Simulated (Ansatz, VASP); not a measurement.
# Cu3Pt: VASP beside Ansatz

Contents of INCAR:

```
SYSTEM = Cu3Pt
PREC     = Accurate       ! precision mode
ENCUT    = 520            ! plane-wave cutoff, eV
EDIFF    = 1E-8           ! SCF threshold, eV
ISMEAR   = -1             ! smearing method
SIGMA    = 0.05           ! smearing width, eV
LREAL    = .FALSE.        ! projectors in reciprocal space
LASPH    = .TRUE.         ! aspherical terms in the spheres
NELM     = 80             ! most SCF steps
ALGO     = Normal         ! electronic algorithm
ISIF     = 2              ! what is computed and relaxed
LWAVE    = .FALSE.        ! write WAVECAR
LCHARG   = .FALSE.        ! write CHGCAR
GGA      = CA             ! functional
LEFG     = .TRUE.       
NBANDS   = 30             ! bands
```

Contents of KPOINTS:

```
regular mesh
0
G
  9 9 9
  0 0 0
```

POSCAR

```
Cu3Pt
1.0
    3.7100000000      0.0185500000      0.0185500000
    0.0185500000      3.7100000000      0.0185500000
    0.0185500000      0.0185500000      3.7100000000
Cu Pt
3 1
Direct
    0.0000000000      0.5000000000      0.5000000000
    0.5000000000      0.0000000000      0.5000000000
    0.5000000000      0.5000000000      0.0000000000
    0.0000000000      0.0000000000      0.0000000000
```

Input for Ansatz:

```yaml
crystal:
  lattice:
    - [3.71, 0.01855, 0.01855]
    - [0.01855, 3.71, 0.01855]
    - [0.01855, 0.01855, 3.71]
  atoms:
    - { symbol: Cu, position: [0.0, 0.5, 0.5] }
    - { symbol: Cu, position: [0.5, 0.0, 0.5] }
    - { symbol: Cu, position: [0.5, 0.5, 0.0] }
    - { symbol: Pt, position: [0.0, 0.0, 0.0] }
kpoints:
  mp_grid: { grid: [9, 9, 9] }
scf:
  occupations: { method: fermi_dirac, width: 0.05 }
hamiltonian:
  xc: lda
  pseudopotentials: { kind: all_electron, datasets: crystal }
output:
  forces: true
  stress: true
  eigenvalues: true
  efg: { contact_densities: true }
```

Change from the starting cell: equal xy, yz and zx shear strains of +1 %, crystal datasets.

Alike in both runs: task electric field gradients; functional LDA; k mesh 9 × 9 × 9; occupations fermi-dirac, width 0.05 eV; no spin polarisation.

|  | VASP | Ansatz |
| --- | --- | --- |
| version | VASP 6.6.1 | Ansatz 0.2.0 |
| potentials or method | VASP PAW LDA potentials, release 64 (Cu, Pt), cutoff 520 eV | all-electron PAW with datasets made for the crystal, scalar-relativistic |

Ansatz gave:

| Item | Value |
| --- | --- |
| pressure (GPa) | -12.1 |
| traceless stress, the component that is largest in VASP (GPa) | -0.70 |
| size of Vzz on the site where it differs most (V/Å²) | 1.6 |

Q: Estimate VASP's values.

A: Pressure (GPa): -11.2; traceless stress, the component that is largest in VASP (GPa): -0.71; size of Vzz on the site where it differs most (V/Å²): 6.7.

LDA's correlation is that of Perdew and Zunger in VASP and of Perdew and Wang (1992) in Ansatz. Ansatz ran all-electron here, and VASP with PAW potentials.

Spin-orbit coupling is off throughout.
